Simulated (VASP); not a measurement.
# SrMg (Pm-3m) in VASP: a series of runs

Runs on SrMg. Level: LDA. Tasks: electric field gradients.

Program: VASP 6.6.1. These are calculated values, not measurements. Logs are shortened: lines on timing, memory, paths and dates and some standing lists are left out, and cuts for length are marked.

### Step 1. The cell of the first run

The structure is cubic, space group Pm-3m (No. 221). Conventional cell: a = 3.887 Å, b = 3.887 Å, c = 3.887 Å, α = 90.00°, β = 90.00°, γ = 90.00°. Within 4.4 Å of Sr (site symmetry m-3m) lie 8 Mg at 3.37 Å and 6 Sr at 3.89 Å. Within 4.4 Å of Mg (site symmetry m-3m) lie 8 Sr at 3.37 Å and 6 Mg at 3.89 Å.

### Step 2. Electric field gradients, LDA (volume scaled by 0.99)

Contents of INCAR:

```
SYSTEM = SrMg
  PREC = Accurate
  ENCUT = 520
  EDIFF = 1E-8
  ISMEAR = -1
  SIGMA = 0.05
  LREAL = .FALSE.
  LASPH = .TRUE.
  NELM = 100
  ALGO = Normal
  ISIF = 2
  LWAVE = .FALSE.
  LCHARG = .FALSE.
  LEFG = .TRUE.
  NBANDS = 13
```

Contents of KPOINTS:

```
Automatic mesh
0
G
  9 9 9
  0 0 0
```

Contents of POSCAR:

```
SrMg
1.0
    3.8869564243      0.0000000000      0.0000000000
    0.0000000000      3.8869564243      0.0000000000
    0.0000000000      0.0000000000      3.8869564243
Sr Mg
1 1
Direct
    0.5000000000      0.5000000000      0.5000000000
    0.0000000000      0.0000000000      0.0000000000
```

Potentials or basis: VASP PAW LDA potentials, release 64 (Sr_sv, Mg).

The run is started by

```bash
$ cat potpaw_LDA.64/Sr_sv/POTCAR potpaw_LDA.64/Mg/POTCAR > POTCAR
$ mpirun -np 1 vasp_std > vasp.out
```

OUTCAR:

```text
SYSTEM = SrMg
   PREC = Accurate
   ENCUT = 520
   EDIFF = 1E-8
   ISMEAR = -1
   LREAL = .FALSE.
   LASPH = .TRUE.
   NELM = 100
   ISIF = 2

 ion  position               nearest neighbor table
   1  0.500  0.500  0.500-   2 3.37   2 3.37   2 3.37   2 3.37   2 3.37   2 3.37   2 3.37   2 3.37

   2  0.000  0.000  0.000-   1 3.37   1 3.37   1 3.37   1 3.37   1 3.37   1 3.37   1 3.37   1 3.37

  LATTYP: Found a simple cubic cell.
 ALAT       =     3.8869564243

  Lattice vectors:

 A1 = (   3.8869564243,   0.0000000000,   0.0000000000)
 A2 = (   0.0000000000,   3.8869564243,   0.0000000000)
 A3 = (   0.0000000000,   0.0000000000,   3.8869564243)

Analysis of symmetry for initial positions (statically):
=====================================================================
 Subroutine PRICEL returns:
 Original cell was already a primitive cell.

 Routine SETGRP: Setting up the symmetry group for a
 simple cubic supercell.

 Subroutine GETGRP returns: Found 48 space group operations
 (whereof 48 operations were pure point group operations)
 out of a pool of 48 trial point group operations.

The static configuration has the point symmetry O_h .

Analysis of symmetry for dynamics (positions and initial velocities):
=====================================================================
 Subroutine PRICEL returns:
 Original cell was already a primitive cell.

 Routine SETGRP: Setting up the symmetry group for a
 simple cubic supercell.

 Subroutine GETGRP returns: Found 48 space group operations
 (whereof 48 operations were pure point group operations)
 out of a pool of 48 trial point group operations.

The dynamic configuration has the point symmetry O_h .

 Subroutine INISYM returns: Found 48 space group operations
 (whereof 48 operations are pure point group operations),
 and found     1 'primitive' translations

----------------------------------------------------------------------------------------

                                     Primitive cell

  volume of cell :      58.7258

  direct lattice vectors                    reciprocal lattice vectors
     3.886956424  0.000000000  0.000000000     0.257270700  0.000000000  0.000000000
     0.000000000  3.886956424  0.000000000     0.000000000  0.257270700  0.000000000
     0.000000000  0.000000000  3.886956424     0.000000000  0.000000000  0.257270700

  length of vectors
     3.886956424  3.886956424  3.886956424     0.257270700  0.257270700  0.257270700

  position of ions in fractional coordinates (direct lattice)
     0.500000000  0.500000000  0.500000000
     0.000000000  0.000000000  0.000000000

  ion indices of the primitive-cell ions
   primitive index   ion index
                 1           1
                 2           2

----------------------------------------------------------------------------------------

 KPOINTS: Automatic mesh

Automatic generation of k-mesh.
 Grid dimensions read from file:
 generate k-points for:    9    9    9

 Generating k-lattice:

  Cartesian coordinates                     Fractional coordinates (reciprocal lattice)
     0.028585633  0.000000000  0.000000000     0.111111111  0.000000000  0.000000000
     0.000000000  0.028585633  0.000000000     0.000000000  0.111111111  0.000000000
     0.000000000  0.000000000  0.028585633     0.000000000  0.000000000  0.111111111

  Length of vectors
     0.028585633  0.028585633  0.028585633

  Shift w.r.t. Gamma in fractional coordinates (k-lattice)
     0.000000000  0.000000000  0.000000000

 Subroutine IBZKPT returns following result:
 ===========================================

 Found     35 irreducible k-points:

 Following reciprocal coordinates:
            Coordinates               Weight
  0.000000  0.000000  0.000000      1.000000
  0.111111  0.000000  0.000000      6.000000
  0.222222  0.000000  0.000000      6.000000
  0.333333  0.000000  0.000000      6.000000
  0.444444  0.000000  0.000000      6.000000
  0.111111  0.111111  0.000000     12.000000
[... 16 lines left out ...]
  0.333333  0.333333  0.111111     24.000000
  0.444444  0.333333  0.111111     48.000000
 [... further k-points ...]
   k-points           NKPTS =     35   k-points in BZ     NKDIM =     35   number of bands    NBANDS=     13
   number of dos      NEDOS =    301   number of ions     NIONS =      2
   total plane-waves  NPLWV =  27000
   dimension x,y,z NGX =    30 NGY =   30 NGZ =   30
   dimension x,y,z NGXF=    60 NGYF=   60 NGZF=   60
   ions per type =               1   1
   NGX,Y,Z   is equivalent  to a cutoff of  12.83, 12.83, 12.83 a.u.
   NGXF,Y,Z  is equivalent  to a cutoff of  25.66, 25.66, 25.66 a.u.
 SYSTEM =  SrMg
   PREC   = accura    normal or accurate (medium, high low for compatibility)
   ISTART =      0    job   : 0-new  1-cont  2-samecut
   ICHARG =      2    charge: 1-file 2-atom 10-const
   ISPIN  =      1    spin polarized calculation?
   LNONCOLLINEAR =      F non collinear calculations
   LSORBIT =      F    spin-orbit coupling
   LASPH  =      T    aspherical Exc in radial PAW
   ENCUT  =  520.0 eV  38.22 Ry    6.18 a.u.   7.23  7.23  7.23*2*pi/ulx,y,z
   NELM   =    100;   NELMIN=  2; NELMDL= -5     # of ELM steps
   EDIFF  = 0.1E-07   stopping-criterion for ELM
   LREAL  =      F    real-space projection
   EDIFFG = 0.1E-06   stopping-criterion for IOM
   NSW    =      0    number of steps for IOM
   IBRION =     -1    ionic relax: 0-MD 1-quasi-New 2-CG
   NFREE  =      0    steps in history (QN), initial steepest desc. (CG)
   ISIF   =      2    stress and relaxation
   ISYM   =      2    0-nonsym 1-usesym 2-fastsym
   POTIM  = 0.5000    time-step for ionic-motion
   TEBEG  =    0.0;   TEEND  =   0.0 temperature during run
   PSTRESS=    0.0 pullay stress
   NELECT =      12.0000    total number of electrons
   NUPDOWN=      -1.0000    fix difference up-down
   EMIN   =  10.00;   EMAX   =-10.00  energy-range for DOS
   EFERMI =   0.00;   METHOD = LEGACY
   ISMEAR =    -1;   SIGMA  =   0.05  broadening in eV -4-tet -1-fermi 0-gaus
   EFERMI_NEDOS =   21; number of points for ismear=-14 and -15
   IALGO  =     38    algorithm
   IMIX   =      4    mixing-type and parameters
     AMIX     =   0.40;   BMIX     =  1.00
     AMIX_MAG =   1.60;   BMIX_MAG =  1.00
  volume/ion in A,a.u.               =      29.36       198.15
  Fermi-wavevector in a.u.,A,eV,Ry     =   0.964256  1.822179 12.650550  0.929789
  Thomas-Fermi vector in A             =   2.093871
   LORBIT       =      0    0 simple, 1 ext, 2 COOP (PROOUT), +10 PAW based schemes
   GGA     = CA    functional components
   LHFCALC =     F    Hartree Fock is set to
   AEXX    =    0.0000 exact exchange contribution
   IVDW    =     0    specifies the selected vdW correction
   LEPSILON=     F    determine dielectric tensor
   LRPA    =     F    only Hartree local field effects (RPA)
 non-spin polarized calculation
  energy-cutoff  :      520.00
  volume of cell :       58.73
 maximum number of plane-waves:      1602
 NGX is ok and might be reduce to    30
   NGX = 15   NGY = 15   NGZ = 15

 number of electron      12.0000000 magnetization

 Free energy of the ion-electron system (eV)
  ---------------------------------------------------
  ext. energy  EPLUGINS =         0.00000000
  ---------------------------------------------------
  free energy    TOTEN  =        -3.83597740 eV

  energy without entropy =       -3.82453898  energy(sigma->0) =       -3.83025819

 E-fermi :   2.6634     XC(G=0):  -8.8912

 val. band max:        2.4977656744   @ k =   0.3333   0.3333   0.2222
 cond. band min:       2.6727497221   @ k =   0.4444   0.3333   0.2222
 fundamental gap:      0.1749840477
 Fermi energy:         2.6633755364

 k-point     1 :       0.0000    0.0000    0.0000
  band No.  band energies     occupation
      1     -32.7238      2.00000
      2     -14.7731      2.00000
      3     -14.7731      2.00000
      4     -14.7731      2.00000
      5      -2.6211      2.00000
      6       3.2519      0.00002
      7       3.2519      0.00002
      8       7.1560      0.00000
      9       7.1560      0.00000
     10       7.1560      0.00000
     11       7.7560      0.00000
     12       7.7560      0.00000
     13       7.7560      0.00000

 k-point     2 :       0.1111    0.0000    0.0000
  band No.  band energies     occupation
      1     -32.7216      2.00000
      2     -14.8118      2.00000
      3     -14.7697      2.00000
      4     -14.7697      2.00000
      5      -2.4627      2.00000
      6       3.1587      0.00010
      7       3.3393      0.00000
      8       6.5586      0.00000
      9       6.5586      0.00000
     10       6.9008      0.00000
     11       7.8017      0.00000
     12       8.3786      0.00000
     13       8.3786      0.00000

 k-point     3 :       0.2222    0.0000    0.0000
  band No.  band energies     occupation
      1     -32.7161      2.00000
      2     -14.9078      2.00000
      3     -14.7611      2.00000
      4     -14.7611      2.00000
      5      -2.0069      2.00000
      6       2.6757      0.87735
      7       3.5863      0.00000
      8       5.8517      0.00000
      9       5.8517      0.00000
     10       6.8854      0.00000
     11       7.9232      0.00000
     12       9.1909      0.00000
     13       9.1909      0.00000
[... 305 lines left out ...]
 k-point    23 :       0.3333    0.3333    0.1111
  band No.  band energies     occupation
      1     -32.6940      2.00000
      2     -14.9790      2.00000
      3     -14.9691      2.00000
      4     -14.7646      2.00000
      5      -0.2476      2.00000
      6       2.2051      1.99979
      7       2.9044      0.01601
      8       4.6754      0.00000
      9       5.3327      0.00000
     10       6.1046      0.00000
     11       8.8266      0.00000
     12       8.8648      0.00000
     13       9.5693      0.00000

 k-point    24 :       0.4444    0.3333    0.1111
  band No.  band energies     occupation
      1     -32.6900      2.00000
      2     -15.0378      2.00000
      3     -14.9638      2.00000
      4     -14.7579      2.00000
      5       0.1836      2.00000
      6       1.8028      2.00000
      7       3.0261      0.00141
      8       4.3133      0.00000
      9       5.6277      0.00000
     10       6.0384      0.00000
     11       8.6962      0.00000
     12       9.1139      0.00000
     13       9.4589      0.00000

 [... further k-points ...]
[... 5 lines left out ...]
  --------------------------------------------------------------------------------------
  -------------------------------------------------------------------------------------
  Total        1.3349159      1.3349159      1.3349159      0.0000000     -0.0000000      0.0000000
  in kB       36.4196260     36.4196260     36.4196260      0.0000000     -0.0000000      0.0000000
  external PRESSURE =      36.4196260 kB  Pullay stress =       0.0000000 kB

 VOLUME and BASIS-vectors are now :
 -----------------------------------------------------------------------------
  energy-cutoff  :      520.00
  volume of cell :       58.73
      direct lattice vectors                 reciprocal lattice vectors
     3.886956424  0.000000000  0.000000000     0.257270700  0.000000000  0.000000000
     0.000000000  3.886956424  0.000000000     0.000000000  0.257270700  0.000000000
     0.000000000  0.000000000  3.886956424     0.000000000  0.000000000  0.257270700

 POSITION                                       TOTAL-FORCE (eV/Angst)
 -----------------------------------------------------------------------------------
      1.94348      1.94348      1.94348         0.000000      0.000000      0.000000
      0.00000      0.00000      0.00000         0.000000      0.000000      0.000000
 -----------------------------------------------------------------------------------
    total drift:                                0.000000      0.000000      0.000000

  FREE ENERGIE OF THE ION-ELECTRON SYSTEM (eV)
  ---------------------------------------------------
  free  energy   TOTEN  =        -3.8359774017 eV

  energy  without entropy=       -3.8245389799  energy(sigma->0) =       -3.83025819

 Electric field gradients (V/A^2)
---------------------------------------------------------------------
 ion       V_xx      V_yy      V_zz      V_xy      V_xz      V_yz
---------------------------------------------------------------------
   1       0.000     0.000     0.000    -0.000    -0.000    -0.000
   2      -0.000    -0.000     0.000     0.000     0.000     0.000
---------------------------------------------------------------------

 Electric field gradients after diagonalization (V/A^2)
 (convention: |V_zz| > |V_xx| > |V_yy|)
----------------------------------------------------------------------
 ion       V_xx      V_yy      V_zz     asymmetry (V_yy - V_xx)/ V_zz
----------------------------------------------------------------------
   1       0.000     0.000     0.000      -0.717
   2      -0.000    -0.000     0.000       0.022
----------------------------------------------------------------------

           NMR quadrupolar parameters

 Cq : quadrupolar parameter    Cq=e*Q*V_zz/h
 eta: asymmetry parameters     (V_yy - V_xx)/ V_zz
 Q  : nuclear electric quadrupole moment in mb (millibarn)
----------------------------------------------------------------------
 ion       Cq(MHz)       eta       Q (mb)
----------------------------------------------------------------------
   1       0.000      -0.717       1.000
   2       0.000       0.022       1.000
----------------------------------------------------------------------
```

Run time: 23 s. Hardware: 1 thread of AMD EPYC 7R13 (Zen 3), shared host; peak memory 0.13 GiB.

Results:

```yaml
Free_energy: -3.8360 eV
Pressure: 3.6 GPa
Band_gap_on_the_k_mesh: zero (band 6 reaches 3.27 eV, above the bottom of band 7 at 1.89 eV)
```

Caveat: without QUAD_EFG the Cq values of the log hold for a quadrupole moment of 1 mb, not for the nuclei.

[end of part 1 of 2]
